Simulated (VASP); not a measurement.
Input of a VASP 6.6.1 run:

INCAR

```
PREC     = Accurate       # precision mode
ENCUT    = 520            # plane-wave cutoff, eV
EDIFF    = 1E-7           # SCF threshold, eV
ISMEAR   = 0              # smearing method
SIGMA    = 0.1            # smearing width, eV
LREAL    = False          # projectors in reciprocal space
LASPH    = True           # aspherical terms in the spheres
NELM     = 80             # most SCF steps
ALGO     = Normal         # electronic algorithm
ISIF     = 2              # what is computed and relaxed
LWAVE    = False          # write WAVECAR
LCHARG   = False          # write CHGCAR
GGA      = PE             # functional
NBANDS   = 38             # bands
```

File KPOINTS:

```
Automatic mesh
0
Gamma
  10 10 6
```

File POSCAR:

```
Nb2Sn2S
1.0
    3.7025447463      0.0000000000      0.0000000000
    0.0000000000      3.7025447463      0.0000000000
    0.0000000000      0.0000000000      8.1356135080
Nb Sn S
2 2 1
Direct
    0.0000000000      0.5000000000      0.5000000000
    0.5000000000      0.0000000000      0.5000000000
    0.5000000000      0.5000000000      0.1987429273
    0.5000000000      0.5000000000      0.8012570727
    0.0000000000      0.0000000000      0.0000000000
```

Potentials or basis: VASP PAW PBE potentials, release 64 (Nb_sv, Sn_d, S).

Command:

```bash
$ cat potpaw_PBE.64/Nb_sv/POTCAR potpaw_PBE.64/Sn_d/POTCAR potpaw_PBE.64/S/POTCAR > POTCAR
$ mpirun -np 1 vasp_std > vasp.out
```

(1) Predict the band gap on the k mesh.

(2) Predict the largest force.

(3) What does it give for the pressure?

Answers

(1) zero (band 30 reaches 8.90 eV, above the bottom of band 31 at 7.57 eV).

(2) 0.007 eV/Å.

(3) -0.1 GPa.

Caveat: spin-orbit coupling is left out, which moves the levels of the heavy elements.
